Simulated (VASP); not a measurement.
A run of VASP 6.6.1:

INCAR

```
PREC = Accurate
ENCUT = 500
EDIFF = 1E-6
ISMEAR = 0
SIGMA = 0.15
LREAL = False
LASPH = True
NELM = 200
ALGO = Normal
ISIF = 2
LWAVE = False
LCHARG = True
ISPIN = 2
MAGMOM = 0.25 0.25
LORBIT = 11
NUPDOWN = 0.5
LMAXMIX = 4
GGA = PE
LELF = True
LVHAR = True
NBANDS = 26
GGA_COMPAT = False
```

KPOINTS

```
regular mesh
0
Gamma
  21 21 12
```

The input POSCAR:

```
Rh
1.0
    2.7782838484      0.0000000000      0.0000000000
   -1.3891419242      2.4060643917      0.0000000000
    0.0000000000      0.0000000000      4.4710857021
Rh
2
Direct
    0.6666666667      0.3333333333      0.7500000000
    0.3333333333      0.6666666667      0.2500000000
```

Potentials or basis: VASP PAW PBE potentials, release 64 (Rh_pv).

Run with:

```bash
$ cat potpaw_PBE.64/Rh_pv/POTCAR > POTCAR
$ mpirun -np 1 vasp_std > vasp.out
```

Hardware: 1 thread of Intel(R) Xeon(R) Platinum 8488C (Sapphire Rapids), on a shared host.

How long does it take, and how much memory?

It took 3.5 min on 1 thread of Intel(R) Xeon(R) Platinum 8488C (Sapphire Rapids), on a shared host, peak memory 0.4 GiB. Counts: scf iterations 11, k points 336.
